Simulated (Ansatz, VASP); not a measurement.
## One calculation of Si16N, two programs

```
CELL_PARAMETERS angstrom
0.00000 5.43000 5.43000
5.43000 0.00000 5.43000
5.43000 5.43000 0.00000
ATOMIC_POSITIONS crystal
Si 0.97811 0.04516 0.99173
Si 0.16837 0.01813 0.18111
Si 0.98497 0.99674 0.53142
Si 0.11366 0.14534 0.62020
Si 0.97183 0.49947 0.98572
Si 0.09594 0.64375 0.10963
Si 0.98394 0.52009 0.48390
Si 0.11028 0.63079 0.62036
Si 0.51879 0.99630 0.99833
Si 0.60660 0.14511 0.12764
Si 0.48692 0.00877 0.50087
Si 0.61144 0.13406 0.62484
Si 0.47025 0.51987 0.99781
Si 0.60646 0.63040 0.12458
Si 0.48541 0.50838 0.49969
Si 0.60941 0.63454 0.62326
N 0.01910 0.23525 0.03172
```

Alike in both runs: functional r2SCAN; k mesh 2 × 2 × 2; occupations fermi-dirac, width 0.02 eV; collinear spin.

Ansatz relaxed the structure, and its values are those at the end. VASP's run is a single point on that final structure, the one shown.

|  | VASP | Ansatz |
| --- | --- | --- |
| version | VASP 6.6.1 | Ansatz 0.2.0 |
| potentials or method | VASP PAW PBE potentials, release 64 (Si, N), cutoff 520 eV | scalar-relativistic, plane waves, PAW |
| valence electrons in the cell | 69 | 69 |

Ansatz gave:

```
rms of the force components (eV/Å) : 0.003
net moment per atom (μB)           : 0.00
```

Question: Which values does VASP return?

Answer: rms of the force components (eV/Å): 0.007; net moment per atom (μB): 0.00.

VASP's potentials were made for PBE, not for r2SCAN. With one functional, cell and mesh, what is left measures potentials, basis and numerics. Ansatz's warnings: filled band counts differ across k points, lower free energy seen, seeded moment not kept.

The k mesh is coarse, so the values compare programs but aren't converged.
